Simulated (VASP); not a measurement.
A run of VASP 6.6.1 is set up as follows.

File INCAR:

```
SYSTEM = CdSe
ALGO = Normal
EDIFF = 1E-6
EDIFFG = -0.01
ENCUT = 520
GGA = PE
IBRION = 2
ISIF = 2
ISMEAR = -1
KPAR = 4
LASPH = .True.
LCHARG = .False.
LREAL = .False.
LWAVE = .False.
NELM = 80
NSW = 80
PREC = Accurate
SIGMA = 0.05
```

The input KPOINTS:

```
k-points
0
Gamma
  12 12 4
  0 0 0
```

Contents of POSCAR:

```
CdSe
1.0
    4.3000000000      0.0000000000      0.0000000000
   -2.1500000000      3.7239090000      0.0000000000
    0.0000000000      0.0000000000      7.0200000000
Cd Se
2 2
Direct
    0.3333333333      0.6666666667      0.0000000000
    0.6666666667      0.3333333333      0.5000000000
    0.3333333333      0.6666666667      0.3850000000
    0.6666666667      0.3333333333      0.8850000000
```

Potentials or basis: VASP PAW PBE potentials, release 64 (Cd, Se).

Command:

```console
$ cat potpaw_PBE.64/Cd/POTCAR potpaw_PBE.64/Se/POTCAR > POTCAR
$ mpirun -np 4 vasp_std > vasp.out
```

Q: Estimate the band gap on the k mesh.

A: 0.67 eV.

Q: Estimate the energy gained by relaxing.

A: 5.1 meV/atom.

Stress tensor (GPa, compression positive):
```
3.21 0.00 0.00
0.00 3.21 0.00
0.00 0.00 3.30
```

As with any semilocal functional, this PBE gap is likely too small.
